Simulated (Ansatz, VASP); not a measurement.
# K4Sn: VASP beside Ansatz

```
K Sn
1.0
    -3.45426    3.45426    3.45426
     3.45426   -3.45426    3.45426
     3.45426    3.45426   -3.45426
K Sn
4 1
Direct
  0.56184 0.56184 0.56184
  0.43816 0.00000 0.00000
  0.00000 0.00000 0.43816
  0.00000 0.43816 0.00000
  0.00000 0.00000 0.00000
```

Alike in both runs: task single point; functional PBE; k mesh 4 × 4 × 4; occupations gaussian, width 0.1 eV; no spin polarisation.

```csv
,VASP,Ansatz
version,VASP 6.6.1,Ansatz 0.2.0
potentials or method,"VASP PAW PBE potentials, release 64 (K_sv, Sn_d), cutoff 520 eV","scalar-relativistic, plane waves, PAW"
valence electrons in the cell,50,50
```

VASP gave:

| Item | Value |
| --- | --- |
| gap on the k mesh at the Fermi level (eV) | none |
| pressure (GPa) | 17.7 |
| rms of the force components (eV/Å) | 1.538 |

Problem. What did Ansatz give for the same quantities?

Solution. gap on the k mesh at the Fermi level (eV): none; pressure (GPa): 17.5; rms of the force components (eV/Å): 1.523.

Atom by atom the forces differ by 0.015 eV/Å (rms over components). A gap of «none» marks a metal or a gap that the smearing closes.
